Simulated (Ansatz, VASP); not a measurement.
# One calculation of Mg5ZnS6, two programs

```
Mg Zn S
1.0
     3.68453    0.00000    0.00000
     0.00000    3.68453    0.00000
     0.00000    0.00000   15.62816
Mg Zn S
5 1 6
Direct
  0.50000 0.50000 0.16435
  0.00000 0.00000 0.33237
  0.50000 0.50000 0.50000
  0.00000 0.00000 0.66763
  0.50000 0.50000 0.83565
  0.00000 0.00000 0.00000
  0.00000 0.00000 0.16375
  0.50000 0.50000 0.33232
  0.00000 0.00000 0.50000
  0.50000 0.50000 0.66768
  0.00000 0.00000 0.83625
  0.50000 0.50000 0.00000
```

Alike in both runs: functional PBE; k mesh 8 × 8 × 2; occupations gaussian, width 0.02 eV; no spin polarisation.

Ansatz relaxed the structure, and its values are those at the end. VASP's run is a single point on that final structure, the one shown.

|  | VASP | Ansatz |
| --- | --- | --- |
| version | VASP 6.6.1 | Ansatz 0.2.0 |
| potentials or method | VASP PAW PBE potentials, release 64 (Mg, Zn, S), cutoff 520 eV | scalar-relativistic, plane waves, PAW |
| valence electrons in the cell | 58 | 98 |

Ansatz gave:

```
gap on the k mesh at the Fermi level (eV) : 1.26
least direct gap on the mesh (eV)         : 1.76
pressure (GPa)                            : 0.0
rms of the force components (eV/Å)        : 0.001
```

Question: What did VASP give for the same quantities?

Answer: gap on the k mesh at the Fermi level (eV): 1.25; least direct gap on the mesh (eV): 1.76; pressure (GPa): -0.2; rms of the force components (eV/Å): 0.003.

With one functional, cell and mesh, what is left measures potentials, basis and numerics. VASP's potentials hold 58 valence electrons a cell and Ansatz's 98, so a difference there can come from the potentials and not from the codes.
